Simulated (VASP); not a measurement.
Runs of VASP 6.6.1 on TaO3. Symmetry: Pm-3m, No. 221, cubic system. Conventional cell: a = 3.960 Å, b = 3.960 Å, c = 3.960 Å, α = 90.00°, β = 90.00°, γ = 90.00°. Ta (site symmetry m-3m) has 6 O at 1.98 Å within 2.6 Å. O (site symmetry 4/mmm) has 2 Ta at 1.98 Å within 2.6 Å. 

| k mesh | gap on the mesh (eV) | pressure (GPa) |
| --- | --- | --- |
| 3 × 3 × 3 | none | (a) |
| 4 × 4 × 4 | none | -8.3 |
| 6 × 6 × 6 | none | -8.7 |
| 2 × 2 × 2 | none | -7.7 |

Alike in all rows: task single point; level LDA; potentials or basis VASP PAW LDA potentials, release 64 (Ta_pv, O); no spin polarisation; cell as given; cutoff (eV) 600; smearing methfessel-paxton 0.1 eV.

Q: Estimate the missing entries.

A: (a) -8.0.

Caveats: some runs use coarse meshes; spin-orbit coupling is left out, which moves the levels of the heavy elements; an odd number of electrons without spin polarisation forces a metal; a magnetic or distorted state may lie lower.

A k mesh can miss the band edges, and the runs leave out spin-orbit coupling on Ta.

A gap of «none» marks levels without a gap at the run's occupations.
